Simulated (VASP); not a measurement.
# As (Cmce) in VASP: electric field gradients with PBE+D3(BJ)

Aim: the electric field gradients of As with PBE+D3(BJ).

Program: VASP 6.6.1. These are calculated values, not measurements. Logs are shortened: lines on timing, memory, paths and dates and some standing lists are left out, and cuts for length are marked.

## (1) The cell of the first run

The structure is orthorhombic, space group Cmce (No. 64). The conventional cell has a = 3.729 Å, b = 10.844 Å, c = 4.288 Å, α = 90.00°, β = 90.00°, γ = 90.00°. As (site symmetry m) has 5 As at 2.49 to 3.21 Å within 3.3 Å.

## (2) Electric field gradients, PBE+D3(BJ)

Input file INCAR:

```
SYSTEM = As
PREC     = Accurate       ! precision mode
ENCUT    = 520            ! plane-wave cutoff, eV
EDIFF    = 1E-8           ! SCF threshold, eV
ISMEAR   = -1             ! smearing method
SIGMA    = 0.15           ! smearing width, eV
LREAL    = .FALSE.        ! projectors in reciprocal space
LASPH    = .TRUE.         ! aspherical terms in the spheres
NELM     = 100            ! most SCF steps
ALGO     = Normal         ! electronic algorithm
ISIF     = 2              ! what is computed and relaxed
LWAVE    = .FALSE.        ! write WAVECAR
LCHARG   = .FALSE.        ! write CHGCAR
GGA      = PE             ! functional
IVDW     = 12             ! dispersion correction
LEFG     = .TRUE.       
NBANDS   = 18             ! bands
```

Input file KPOINTS:

```
Automatic mesh
0
G
  12 12 10
  0 0 0
```

Input file POSCAR:

```
As
1.0
    1.8643743148     -5.4219132809      0.0000000000
    1.8643743148      5.4219132809      0.0000000000
    0.0000000000      0.0000000000      4.2882141827
As
4
Direct
    0.1128210598      0.8871789402      0.0548461609
    0.6128210598      0.3871789402      0.4451538391
    0.8871789402      0.1128210598      0.9451538391
    0.3871789402      0.6128210598      0.5548461609
```

Potentials or basis: VASP PAW PBE potentials, release 64 (As).

Command:

```console
cat potpaw_PBE.64/As/POTCAR > POTCAR
mpirun -np 1 vasp_std > vasp.out
```

OUTCAR:

```text
SYSTEM = As
   PREC = Accurate
   ENCUT = 520
   EDIFF = 1E-8
   ISMEAR = -1
   LREAL = .FALSE.
   LASPH = .TRUE.
   NELM = 100
   ISIF = 2
   GGA = PE
   IVDW = 12
 IVDW          = 12

 ion  position               nearest neighbor table
   1  0.113  0.887  0.055-   3 2.49   2 2.51   2 2.51
   2  0.613  0.387  0.445-   4 2.49   1 2.51   1 2.51
   3  0.887  0.113  0.945-   1 2.49   4 2.51   4 2.51
   4  0.387  0.613  0.555-   2 2.49   3 2.51   3 2.51

  LATTYP: Found a base centered orthorhombic cell.
 ALAT       =     3.7287486296
 B/A-ratio  =     2.9081677632
 C/A-ratio  =     1.1500411019

  Lattice vectors:

 A1 = (   1.8643743148,  -5.4219132809,   0.0000000000)
 A2 = (   1.8643743148,   5.4219132809,   0.0000000000)
 A3 = (   0.0000000000,   0.0000000000,   4.2882141827)

Analysis of symmetry for initial positions (statically):
=====================================================================
 Subroutine PRICEL returns:
 Original cell was already a primitive cell.

 Routine SETGRP: Setting up the symmetry group for a
 base centered orthorhombic supercell.

 Subroutine GETGRP returns: Found  8 space group operations
 (whereof  4 operations were pure point group operations)
 out of a pool of  8 trial point group operations.

The static configuration has the point symmetry C_2h.
 The point group associated with its full space group is D_2h.

Analysis of symmetry for dynamics (positions and initial velocities):
=====================================================================
 Subroutine PRICEL returns:
 Original cell was already a primitive cell.

 Routine SETGRP: Setting up the symmetry group for a
 base centered orthorhombic supercell.

 Subroutine GETGRP returns: Found  8 space group operations
 (whereof  4 operations were pure point group operations)
 out of a pool of  8 trial point group operations.

The dynamic configuration has the point symmetry C_2h.
 The point group associated with its full space group is D_2h.

 Subroutine INISYM returns: Found  8 space group operations
 (whereof  4 operations are pure point group operations),
 and found     1 'primitive' translations
[... 142 lines left out ...]
  ---------------------------------------------------
  free energy    TOTEN  =       -18.52478310 eV

  energy without entropy =      -18.48330396  energy(sigma->0) =      -18.50404353

 E-fermi :   5.1072     XC(G=0):  -9.9478

 val. band max:        5.1013503417   @ k =   0.5000   0.4167   0.1000
 cond. band min:       5.1078633042   @ k =   0.5000   0.5000   0.1000
 fundamental gap:      0.0065129625
 Fermi energy:         5.1071874735

 k-point     1 :       0.0000    0.0000    0.0000
  band No.  band energies     occupation
      1      -9.7177      2.00000
      2      -6.7913      2.00000
      3      -4.0192      2.00000
      4      -1.1005      2.00000
      5      -0.7956      2.00000
      6       0.8438      2.00000
[... 481 lines left out ...]
      5       0.4291      2.00000
      6       1.2001      2.00000
[... 10 lines left out ...]
     17      10.7979      0.00000
     18      12.2324      0.00000

 [... further k-points ...]

------------------------ aborting loop because EDIFF is reached ----------------------------------------

 Edisp (eV)   -1.66456

 E8    (eV) :    -0.7043

  FORCE on cell =-STRESS in cart. coord.  units (eV):
  Direction    XX          YY          ZZ          XY          YZ          ZX
  --------------------------------------------------------------------------------------
  -------------------------------------------------------------------------------------
  Total       0.16986     0.18950     0.14663     0.00000     0.00000     0.00000
  in kB       3.13909     3.50207     2.70991     0.00000     0.00000     0.00000
  external pressure =        3.12 kB  Pullay stress =        0.00 kB

 VOLUME and BASIS-vectors are now :
 -----------------------------------------------------------------------------
  energy-cutoff  :      520.00
  volume of cell :       86.69
      direct lattice vectors                 reciprocal lattice vectors
     1.864374315 -5.421913281  0.000000000     0.268186488 -0.092218369  0.000000000
     1.864374315  5.421913281  0.000000000     0.268186488  0.092218369  0.000000000
     0.000000000  0.000000000  4.288214183     0.000000000  0.000000000  0.233197307

 POSITION                                       TOTAL-FORCE (eV/Angst)
 -----------------------------------------------------------------------------------
      1.86437      4.19850      0.23519         0.000000     -0.042499     -0.042213
      1.86437     -1.22341      1.90892         0.000000     -0.042499      0.042213
      1.86437     -4.19850      4.05302         0.000000      0.042499      0.042213
      1.86437      1.22341      2.37930         0.000000      0.042499     -0.042213
 -----------------------------------------------------------------------------------
    total drift:                                0.000000     -0.000000      0.000000

  FREE ENERGIE OF THE ION-ELECTRON SYSTEM (eV)
  ---------------------------------------------------
  free  energy   TOTEN  =       -20.1893421543 eV

  energy  without entropy=      -20.1478630146  energy(sigma->0) =      -20.16860258

 Electric field gradients (V/A^2)
---------------------------------------------------------------------
 ion       V_xx      V_yy      V_zz      V_xy      V_xz      V_yz
---------------------------------------------------------------------
   1      42.735   -42.357    -0.378    -0.000     0.000   -61.915
   2      42.735   -42.357    -0.378     0.000    -0.000    61.915
   3      42.735   -42.357    -0.378    -0.000     0.000   -61.915
   4      42.735   -42.357    -0.378     0.000    -0.000    61.915
---------------------------------------------------------------------

 Electric field gradients after diagonalization (V/A^2)
 (convention: |V_zz| > |V_xx| > |V_yy|)
----------------------------------------------------------------------
 ion       V_xx      V_yy      V_zz     asymmetry (V_yy - V_xx)/ V_zz
----------------------------------------------------------------------
   1      44.008    42.735   -86.744       0.015
   2      44.008    42.735   -86.744       0.015
   3      44.008    42.735   -86.744       0.015
   4      44.008    42.735   -86.744       0.015
----------------------------------------------------------------------

           NMR quadrupolar parameters

 Cq : quadrupolar parameter    Cq=e*Q*V_zz/h
 eta: asymmetry parameters     (V_yy - V_xx)/ V_zz
 Q  : nuclear electric quadrupole moment in mb (millibarn)
----------------------------------------------------------------------
 ion       Cq(MHz)       eta       Q (mb)
----------------------------------------------------------------------
   1      -0.210       0.015       1.000
   2      -0.210       0.015       1.000
   3      -0.210       0.015       1.000
   4      -0.210       0.015       1.000
----------------------------------------------------------------------
```

OSZICAR:

```text
N       E                     dE             d eps       ncg     rms          rms(c)
DAV:   1     0.646767165727E+02    0.64677E+02   -0.78846E+03  9288   0.927E+02
DAV:   2    -0.142486244883E+02   -0.78925E+02   -0.76130E+02 12814   0.142E+02
DAV:   3    -0.185390442444E+02   -0.42904E+01   -0.42562E+01 11318   0.340E+01
DAV:   4    -0.185692383777E+02   -0.30194E-01   -0.30177E-01 11226   0.320E+00
DAV:   5    -0.185693583766E+02   -0.12000E-03   -0.11999E-03 10824   0.218E-01    0.471E+00
DAV:   6    -0.185407337881E+02    0.28625E-01   -0.11815E-02 10334   0.645E-01    0.283E+00
DAV:   7    -0.185245863767E+02    0.16147E-01   -0.27080E-02  9962   0.986E-01    0.120E-01
DAV:   8    -0.185247018315E+02   -0.11545E-03   -0.72562E-04 10224   0.149E-01    0.494E-02
DAV:   9    -0.185247846934E+02   -0.82862E-04   -0.14961E-04 10572   0.696E-02    0.155E-02
DAV:  10    -0.185247830454E+02    0.16479E-05   -0.79726E-06 10282   0.160E-02    0.618E-03
DAV:  11    -0.185247828289E+02    0.21650E-06   -0.20442E-06 10496   0.811E-03    0.125E-03
DAV:  12    -0.185247830535E+02   -0.22457E-06   -0.69337E-08 11708   0.143E-03    0.361E-04
DAV:  13    -0.185247830964E+02   -0.42900E-07   -0.10838E-08  6514   0.640E-04    0.123E-04
DAV:  14    -0.185247830964E+02   -0.28763E-10   -0.12689E-09  5414   0.245E-04
   1 F= -.20189342E+02 E0= -.20168603E+02  d E =-.414791E-01
```

stdout:

```text
POSCAR found type information on POSCAR As
 POSCAR found :  1 types and       4 ions
 scaLAPACK will be used
 LDA part: xc-table for (Slater+PW92), standard interpolation
 POSCAR, INCAR and KPOINTS ok, starting setup
 FFT: planning ... GRIDC
 FFT: planning ... GRID_SOFT
 FFT: planning ... GRID
 WAVECAR not read
 entering main loop
ion   1

ion   2

ion   3

ion   4
```

It took 7.3 min on 1 thread of Intel Xeon 6975P-C, shared host; peak memory 0.48 GiB.

Results:

| Quantity | Value |
| --- | --- |
| Free energy | -20.1893 eV |
| Pressure | 0.3 GPa |
| Largest force | 0.060 eV/Å |
| Band gap on the k mesh | zero (band 10 reaches 5.30 eV, above the bottom of band 11 at 4.85 eV) |
| Dispersion energy per atom | -0.416 eV |

Forces on the atoms (eV/Å):
```
As   0.000 -0.042 -0.042
As   0.000 -0.042  0.042
As   0.000  0.042  0.042
As   0.000  0.042 -0.042
```

Levels at points of the mesh, in eV from the Fermi level:
| k point | band 8 | band 9 | band 10 | band 11 | band 12 | band 13 |
| --- | --- | --- | --- | --- | --- | --- |
| (0.00, 0.00, 0.00) | -2.27 | -2.05 | -0.89 | 1.99 | 2.37 | 2.50 |
| (0.50, 0.00, 0.00) | -2.38 | -2.13 | -2.13 | 0.80 | 0.80 | 1.24 |
| (0.50, 0.50, 0.00) | -1.72 | -1.49 | -0.50 | 0.01 | 2.01 | 2.33 |
| (0.00, 0.00, 0.50) | -2.11 | -0.53 | -0.53 | 0.82 | 0.82 | 1.64 |
| (0.50, 0.00, 0.50) | -4.75 | -1.86 | -1.86 | 1.95 | 1.95 | 5.22 |
| (0.50, 0.50, 0.50) | -1.72 | -1.10 | -1.10 | 1.40 | 1.40 | 1.78 |

Electric field gradients, principal values (V/Å²):
| atom | least | middle | greatest (by size) |
| --- | --- | --- | --- |
| 1 As | 42.735 | 44.008 | -86.744 |
| 2 As | 42.735 | 44.008 | -86.744 |
| 3 As | 42.735 | 44.008 | -86.744 |
| 4 As | 42.735 | 44.008 | -86.744 |

Caveat: without QUAD_EFG the Cq values of the log hold for a quadrupole moment of 1 mb, not for the nuclei; pairwise dispersion overbinds metals, which lowers pressure and volume.
